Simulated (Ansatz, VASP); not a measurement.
## Au in VASP and in Ansatz

```xyz
1
Lattice="-1.6630 1.6630 1.6630 1.6630 -1.6630 1.6630 1.6630 1.6630 -1.6630" Properties=species:S:1:pos:R:3 pbc="T T T"
Au    0.0000    0.0000    0.0000
```

Alike in both runs: functional revPBE; k mesh 14 × 14 × 14; occupations fermi-dirac, width 0.1 eV; no spin polarisation.

Ansatz relaxed the structure, and its values are those at the end. VASP's run is a single point on that final structure, the one shown.

|  | VASP | Ansatz |
| --- | --- | --- |
| version | VASP 6.6.1 | Ansatz 0.2.0 |
| potentials or method | VASP PAW PBE potentials, release 64 (Au), cutoff 520 eV | plane waves (420 eV) with PAW, scalar-relativistic |
| valence electrons in the cell | 11 | 19 |

|  | VASP | Ansatz | Ansatz less VASP |
| --- | --- | --- | --- |
| pressure (GPa) | -0.2 | 0.0 | +0.19 |

VASP's potentials were made for PBE, not for revPBE. VASP's potentials hold 11 valence electrons a cell and Ansatz's 19, so a difference there can come from the potentials and not from the codes.

Neither program's run includes spin-orbit coupling.
